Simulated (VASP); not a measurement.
H4C, 30 atoms in the cell. The cell holds an amorphous packing of atoms, 30 atoms: a = 7.230 Å, b = 7.230 Å, c = 7.230 Å, α = 90.00°, β = 90.00°, γ = 90.00°. 

```yaml
Program: VASP 6.6.1
Task: single point
Functional: r2SCAN
Dispersion: D3(BJ)
Potentials_or_basis: VASP PAW PBE potentials, release 64 (C, H)
Cutoff: 580 eV
k_mesh: 1 × 1 × 1
Occupations: fermi-dirac, width 0.02 eV
Spin: no spin polarisation
Dipole_correction: no
Further_INCAR_settings: ALGO = Normal; EDIFF = 1e-06; NBANDS = 45
```

Potentials or basis: VASP PAW PBE potentials, release 64 (C, H).

Launch:

```bash
$ cat potpaw_PBE.64/C/POTCAR potpaw_PBE.64/H/POTCAR > POTCAR
$ cp INCAR.step1 INCAR
$ mpirun -np 1 vasp_gam > vasp.out
$ cp INCAR.step2 INCAR
$ mpirun -np 1 vasp_gam > vasp.out
```

Hardware: 1 thread of Intel(R) Xeon(R) 6975P-C (Granite Rapids), with other jobs on the host.

Task: How long does it take, and how much memory?

Result: Wall time 110 s on 1 thread of Intel(R) Xeon(R) 6975P-C (Granite Rapids), on a shared host, peak memory 0.51 GiB. Counts: k points 1.
